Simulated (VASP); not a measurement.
## CuO: elastic constants with PBEsol

Crystal: CuO.

```xyz
2
Lattice="2.8363 0.0000 0.0000 -1.4182 2.4563 0.0000 0.0000 0.0000 2.7681" Properties=species:S:1:pos:R:3 pbc="T T T"
Cu    0.0000    0.0000    0.0000
O     1.4182    0.8188    1.3841
```

```yaml
Program: VASP 6.6.1
Task: elastic constants
Functional: PBEsol
Potentials_or_basis: VASP PAW PBE potentials, release 64 (Cu, O)
Cutoff: 600 eV
k_mesh: 9 × 9 × 8
Occupations: fermi-dirac, width 0.05 eV
Spin: no spin polarisation
Dipole_correction: no
Ions_in_elastic_constants: relaxed
Further_INCAR_settings: ALGO = Normal; EDIFF = 1e-08; NBANDS = 16; IBRION = 6; POTIM = 0.015; NSW = 1; ISIF = 3
```

```json
{
 "Voigt bulk modulus": "161 GPa",
 "Highest phonon frequency at Γ, LO-TO splitting left out": "260 cm⁻¹",
 "Most unstable mode": "154i cm⁻¹"
}
```

Phonon frequencies in cm⁻¹ (negative: imaginary):
```csv
q point,frequencies
"(0.000, 0.000, 0.000)",-154 -154 0 0 0 260
```

Elastic tensor in Voigt notation (GPa, in the Cartesian axes of the cell as first typed):
```
238 108 100   0   0   0
108 238 100   0   0   0
100 100 362   0   0   0
  0   0   0 -12   0   0
  0   0   0   0 -12   0
  0   0   0   0   0  65
```

Clamped-ion elastic tensor (GPa):
```
238 108 100   0   0   0
108 238 100   0   0   0
100 100 362   0   0   0
  0   0   0 -12   0   0
  0   0   0   0 -12   0
  0   0   0   0   0  65
```

Run time: 14 min on 1 thread of Intel Xeon 8259CL, on a shared host, peak memory 0.29 GiB.

Caveat: the cell is under stress, which shifts elastic constants; some modes are imaginary; the elastic tensor has a negative eigenvalue, so either the cell is unstable as it stands or the mesh is too thin; the PAW data sets were made with another functional, which shifts forces and pressure a little.
